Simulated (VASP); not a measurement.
# Cd2TeI2 (P4/mmm) in VASP: a series of runs, part 3 of 3

VASP 6.6.1.

## Step 6: Single point, PBE

This run uses another cell than the first one, of 42.40 Å³/atom, 1.162 times its volume.

File INCAR:

```
  PREC = Accurate
  ENCUT = 520
  EDIFF = 1E-6
  ISMEAR = 0
  SIGMA = 0.1
  LREAL = False
  LASPH = True
  NELM = 60
  ALGO = Normal
  ISIF = 2
  LWAVE = False
  LCHARG = False
  GGA = PE
  NBANDS = 30
```

File KPOINTS:

```
regular mesh
0
Gamma
  10 10 4
```

File POSCAR:

```
Cd2TeI2
1.0
    4.0155052046      0.0000000000      0.0000000000
    0.0000000000      4.0155052046      0.0000000000
    0.0000000000      0.0000000000     13.1468336019
Cd Te I
2 1 2
Direct
    0.5000000000      0.5000000000      0.0000000000
    0.5000000000      0.5000000000      0.5000000000
    0.0000000000      0.0000000000      0.0000000000
    0.0000000000      0.0000000000      0.3614378772
    0.0000000000      0.0000000000      0.6385621228
```

Potentials or basis: VASP PAW PBE potentials, release 64 (Cd, Te, I).

Run with:

```bash
> cat potpaw_PBE.64/Cd/POTCAR potpaw_PBE.64/Te/POTCAR potpaw_PBE.64/I/POTCAR > POTCAR
> mpirun -np 1 vasp_std > vasp.out
```

OUTCAR:

```text
PREC = Accurate
   ENCUT = 520
   EDIFF = 1E-6
   ISMEAR = 0
   LREAL = False
   LASPH = True
   NELM = 60
   ISIF = 2
   GGA = PE

 ion  position               nearest neighbor table
   1  0.500  0.500  0.000-   3 2.84   3 2.84   3 2.84   3 2.84
   2  0.500  0.500  0.500-   4 3.37   5 3.37   4 3.37   5 3.37   4 3.37   5 3.37   4 3.37   5 3.37

   3  0.000  0.000  0.000-   1 2.84   1 2.84   1 2.84   1 2.84
   4  0.000  0.000  0.361-   2 3.37   2 3.37   2 3.37   2 3.37
   5  0.000  0.000  0.639-   2 3.37   2 3.37   2 3.37   2 3.37

  LATTYP: Found a simple tetragonal cell.
 ALAT       =     4.0155052046
 C/A-ratio  =     3.2740173234

  Lattice vectors:

 A1 = (   4.0155052046,   0.0000000000,   0.0000000000)
 A2 = (   0.0000000000,   4.0155052046,   0.0000000000)
 A3 = (   0.0000000000,   0.0000000000,  13.1468336019)

Analysis of symmetry for initial positions (statically):
=====================================================================
 Subroutine PRICEL returns:
 Original cell was already a primitive cell.

 Routine SETGRP: Setting up the symmetry group for a
 simple tetragonal supercell.

 Subroutine GETGRP returns: Found 16 space group operations
 (whereof 16 operations were pure point group operations)
 out of a pool of 16 trial point group operations.

The static configuration has the point symmetry D_4h.

Analysis of symmetry for dynamics (positions and initial velocities):
=====================================================================
 Subroutine PRICEL returns:
 Original cell was already a primitive cell.

 Routine SETGRP: Setting up the symmetry group for a
 simple tetragonal supercell.

 Subroutine GETGRP returns: Found 16 space group operations
 (whereof 16 operations were pure point group operations)
 out of a pool of 16 trial point group operations.

The dynamic configuration has the point symmetry D_4h.

 Subroutine INISYM returns: Found 16 space group operations
 (whereof 16 operations are pure point group operations),
 and found     1 'primitive' translations

----------------------------------------------------------------------------------------

                                     Primitive cell

  volume of cell :     211.9833

  direct lattice vectors                    reciprocal lattice vectors
     4.015505205  0.000000000  0.000000000     0.249034667  0.000000000  0.000000000
     0.000000000  4.015505205  0.000000000     0.000000000  0.249034667  0.000000000
     0.000000000  0.000000000 13.146833602     0.000000000  0.000000000  0.076063943

  length of vectors
     4.015505205  4.015505205 13.146833602     0.249034667  0.249034667  0.076063943

  position of ions in fractional coordinates (direct lattice)
     0.500000000  0.500000000  0.000000000
     0.500000000  0.500000000  0.500000000
     0.000000000  0.000000000  0.000000000
     0.000000000  0.000000000  0.361437877
     0.000000000  0.000000000  0.638562123

  ion indices of the primitive-cell ions
   primitive index   ion index
                 1           1
                 2           2
                 3           3
                 4           4
                 5           5

----------------------------------------------------------------------------------------

 KPOINTS: regular mesh

Automatic generation of k-mesh.
 Grid dimensions read from file:
 generate k-points for:   10   10    4

 Generating k-lattice:

  Cartesian coordinates                     Fractional coordinates (reciprocal lattice)
     0.024903467  0.000000000  0.000000000     0.100000000  0.000000000  0.000000000
     0.000000000  0.024903467  0.000000000     0.000000000  0.100000000  0.000000000
     0.000000000  0.000000000  0.019015986     0.000000000  0.000000000  0.250000000

  Length of vectors
     0.024903467  0.024903467  0.019015986

  Shift w.r.t. Gamma in fractional coordinates (k-lattice)
     0.000000000  0.000000000  0.000000000

 Subroutine IBZKPT returns following result:
 ===========================================

 Found     63 irreducible k-points:

 Following reciprocal coordinates:
            Coordinates               Weight
  0.000000  0.000000  0.000000      1.000000
  0.100000  0.000000  0.000000      4.000000
  0.200000  0.000000  0.000000      4.000000
  0.300000  0.000000  0.000000      4.000000
  0.400000  0.000000  0.000000      4.000000
  0.500000  0.000000  0.000000      2.000000
[... 16 lines left out ...]
  0.100000  0.000000  0.250000      8.000000
  0.200000  0.000000  0.250000      8.000000
 [... further k-points ...]
   k-points           NKPTS =     63   k-points in BZ     NKDIM =     63   number of bands    NBANDS=     30
   number of dos      NEDOS =    301   number of ions     NIONS =      5
   total plane-waves  NPLWV =  88200
   dimension x,y,z NGX =    30 NGY =   30 NGZ =   98
   dimension x,y,z NGXF=    60 NGYF=   60 NGZF=  196
   ions per type =               2   1   2
   NGX,Y,Z   is equivalent  to a cutoff of  12.42, 12.42, 12.39 a.u.
   NGXF,Y,Z  is equivalent  to a cutoff of  24.84, 24.84, 24.78 a.u.
 SYSTEM =  unknown system
   PREC   = accura    normal or accurate (medium, high low for compatibility)
   ISTART =      0    job   : 0-new  1-cont  2-samecut
   ICHARG =      2    charge: 1-file 2-atom 10-const
   ISPIN  =      1    spin polarized calculation?
   LNONCOLLINEAR =      F non collinear calculations
   LSORBIT =      F    spin-orbit coupling
   LASPH  =      T    aspherical Exc in radial PAW
   ENCUT  =  520.0 eV  38.22 Ry    6.18 a.u.   7.47  7.47 24.44*2*pi/ulx,y,z
   NELM   =     60;   NELMIN=  2; NELMDL= -5     # of ELM steps
   EDIFF  = 0.1E-05   stopping-criterion for ELM
   LREAL  =      F    real-space projection
   EDIFFG = 0.1E-04   stopping-criterion for IOM
   NSW    =      0    number of steps for IOM
   IBRION =     -1    ionic relax: 0-MD 1-quasi-New 2-CG
   NFREE  =      0    steps in history (QN), initial steepest desc. (CG)
   ISIF   =      2    stress and relaxation
   ISYM   =      2    0-nonsym 1-usesym 2-fastsym
   POTIM  = 0.5000    time-step for ionic-motion
   TEBEG  =    0.0;   TEEND  =   0.0 temperature during run
   PSTRESS=    0.0 pullay stress
   NELECT =      44.0000    total number of electrons
   NUPDOWN=      -1.0000    fix difference up-down
   EMIN   =  10.00;   EMAX   =-10.00  energy-range for DOS
   EFERMI =   0.00;   METHOD = LEGACY
   ISMEAR =     0;   SIGMA  =   0.10  broadening in eV -4-tet -1-fermi 0-gaus
   EFERMI_NEDOS =   21; number of points for ismear=-14 and -15
   IALGO  =     38    algorithm
   IMIX   =      4    mixing-type and parameters
     AMIX     =   0.40;   BMIX     =  1.00
     AMIX_MAG =   1.60;   BMIX_MAG =  1.00
  volume/ion in A,a.u.               =      42.40       286.11
  Fermi-wavevector in a.u.,A,eV,Ry     =   0.969301  1.831713 12.783271  0.939544
  Thomas-Fermi vector in A             =   2.099342
   LORBIT       =      0    0 simple, 1 ext, 2 COOP (PROOUT), +10 PAW based schemes
   GGA     = PE    functional components
   LHFCALC =     F    Hartree Fock is set to
   AEXX    =    0.0000 exact exchange contribution
   IVDW    =     0    specifies the selected vdW correction
   LEPSILON=     F    determine dielectric tensor
   LRPA    =     F    only Hartree local field effects (RPA)
 non-spin polarized calculation
 Gauss-broadening in eV      SIGMA  =   0.10
  energy-cutoff  :      520.00
  volume of cell :      211.98
 maximum number of plane-waves:      5753
 NGX is ok and might be reduce to    30
   NGX = 15   NGY = 15   NGZ = 49

 number of electron      43.9999992 magnetization

 Free energy of the ion-electron system (eV)
  ---------------------------------------------------
  ext. energy  EPLUGINS =         0.00000000
  ---------------------------------------------------
  free energy    TOTEN  =        -8.18436007 eV

  energy without entropy =       -8.17104351  energy(sigma->0) =       -8.17770179

 E-fermi :   1.0595     XC(G=0):  -7.6351

 val. band max:        1.0486021064   @ k =   0.3000   0.0000   0.5000
 cond. band min:       1.0607030898   @ k =   0.5000   0.3000   0.0000
 fundamental gap:      0.0121009833
 Fermi energy:         1.0595080725

 k-point     1 :       0.0000    0.0000    0.0000
  band No.  band energies     occupation
      1     -11.0474      2.00000
      2     -10.5989      2.00000
      3     -10.3757      2.00000
      4      -7.5121      2.00000
      5      -7.4657      2.00000
      6      -7.2792      2.00000
[... 781 lines left out ...]
     29       7.7004      0.00000
     30       7.8918      0.00000

 [... further k-points ...]
[... 5 lines left out ...]
  --------------------------------------------------------------------------------------
  -------------------------------------------------------------------------------------
  Total        0.1401515      0.1401515      0.0758223      0.0000000      0.0000000      0.0000000
  in kB        1.0592702      1.0592702      0.5730680      0.0000000      0.0000000      0.0000000
  external PRESSURE =       0.8972028 kB  Pullay stress =       0.0000000 kB

 VOLUME and BASIS-vectors are now :
 -----------------------------------------------------------------------------
  energy-cutoff  :      520.00
  volume of cell :      211.98
      direct lattice vectors                 reciprocal lattice vectors
     4.015505205  0.000000000  0.000000000     0.249034667  0.000000000  0.000000000
     0.000000000  4.015505205  0.000000000     0.000000000  0.249034667  0.000000000
     0.000000000  0.000000000 13.146833602     0.000000000  0.000000000  0.076063943

 POSITION                                       TOTAL-FORCE (eV/Angst)
 -----------------------------------------------------------------------------------
      2.00775      2.00775      0.00000         0.000000      0.000000      0.000000
      2.00775      2.00775      6.57342         0.000000      0.000000      0.000000
      0.00000      0.00000      0.00000         0.000000      0.000000      0.000000
      0.00000      0.00000      4.75176         0.000000     -0.000000     -0.008174
      0.00000      0.00000      8.39507        -0.000000      0.000000      0.008174
 -----------------------------------------------------------------------------------
    total drift:                                0.000000      0.000000      0.000000

  FREE ENERGIE OF THE ION-ELECTRON SYSTEM (eV)
  ---------------------------------------------------
  free  energy   TOTEN  =        -8.1843600732 eV

  energy  without entropy=       -8.1710435116  energy(sigma->0) =       -8.17770179
```

stdout:

```text
POSCAR found type information on POSCAR CdTeI
 POSCAR found :  3 types and       5 ions
 scaLAPACK will be used
 LDA part: xc-table for (Slater+PW92), standard interpolation
 POSCAR, INCAR and KPOINTS ok, starting setup
 FFT: planning ... GRIDC
 FFT: planning ... GRID_SOFT
 FFT: planning ... GRID
 WAVECAR not read
 entering main loop
```

It took 7.8 min on 1 thread of Oxide Virtual Turin-like, shared host; peak memory 0.51 GiB.

What came out:

- Free energy: -8.1844 eV
- Pressure: 0.1 GPa
- Largest force: 0.008 eV/Å
- Band gap on the k mesh: zero (band 22 reaches 1.87 eV, above the bottom of band 23 at 0.57 eV)

Forces in eV/Å, atoms in the order of the input:
```
Cd   0.000  0.000  0.000
Cd   0.000  0.000  0.000
Te   0.000  0.000  0.000
I    0.000  0.000 -0.008
I    0.000  0.000  0.008
```

Caveat: spin-orbit coupling is left out, which moves the levels of the heavy elements; this functional lacks dispersion, which binds the layers, so the pressure and a relaxed spacing across them are unreliable.

## Step 7: The runs side by side

```tsv
task	cell	k mesh	cutoff (eV)	gap on the mesh (eV)	pressure (GPa)	largest force (eV/Å)
single point	a = 4.202, b = 4.202, c = 10.335 Å, 5 atoms	4 × 4 × 2	520	none	0.0	0.01
single point	a = 5.032, b = 5.032, c = 7.825 Å, 5 atoms	4 × 4 × 2	520	none	8.6	10.17
relaxation of cell and atoms	relaxed from a = 5.032, b = 5.032, c = 7.825 Å, 5 atoms	4 × 4 × 2	600	none	0.0	0.01
single point	a = 4.016, b = 4.016, c = 13.147 Å, 5 atoms	10 × 10 × 4	520	none	0.1	0.01
```

Alike in all rows: level PBE; potentials or basis VASP PAW PBE potentials, release 64 (Cd, Te, I); no spin polarisation; smearing gaussian 0.1 eV.

Caveats: some runs use coarse meshes; spin-orbit coupling is left out, which moves the levels of the heavy elements; forces of over 1 eV/Å act on the atoms, so gaps and moduli don't describe the material at rest (some runs); this functional lacks dispersion, which binds the layers, so the pressure and a relaxed spacing across them are unreliable (some runs).

Total energies depend on the potentials used, so only differences within one code and one set of settings carry meaning.
